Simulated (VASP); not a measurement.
Sn:

```
CELL_PARAMETERS angstrom
-2.02919 2.02919 1.66076
2.02919 -2.02919 1.66076
2.02919 2.02919 -1.66076
ATOMIC_POSITIONS crystal
Sn 0.00000 0.00000 0.00000
```

| Item | Value |
| --- | --- |
| Program | VASP 6.6.1 |
| Task | relaxation of cell and atoms |
| Functional | RPBE |
| Dispersion | D4 |
| Potentials or basis | VASP PAW PBE potentials, release 64 (Sn_d) |
| Cutoff | 600 eV |
| k mesh | 10 × 10 × 10 |
| Occupations | fermi-dirac, width 0.05 eV |
| Spin | no spin polarisation |

At the start: pressure -1.7 GPa; volume 27.35 Å³/atom.

Problem. How do energy, volume and symmetry change on relaxing?

Solution. Over 6 steps the energy falls by 8.4 meV/atom and the volume is 26.32 Å³/atom (-3.8 %); space group I4/mmm (No. 139, to 0.1 Å) before and after.

Step by step:
```
step  energy change (eV)  largest force (eV/Å)  pressure (GPa)  volume (Å³)
   1              0.0000                0.0000           -1.72        27.35
   2             -0.0079                0.0000            0.17        26.21
   3             -0.0079                0.0000            0.20        26.21
   4             -0.0079                0.0000            0.17        26.23
   5             -0.0083                0.0000            0.00        26.29
   6             -0.0084                0.0000           -0.04        26.32
```

Final structure:
```
CELL_PARAMETERS angstrom
-1.98724 1.98724 1.66625
1.98724 -1.98724 1.66625
1.98724 1.98724 -1.66625
ATOMIC_POSITIONS crystal
Sn 0.00000 0.00000 0.00000
```

Caveat: the PAW data sets were made with another functional, which shifts forces and pressure a little.
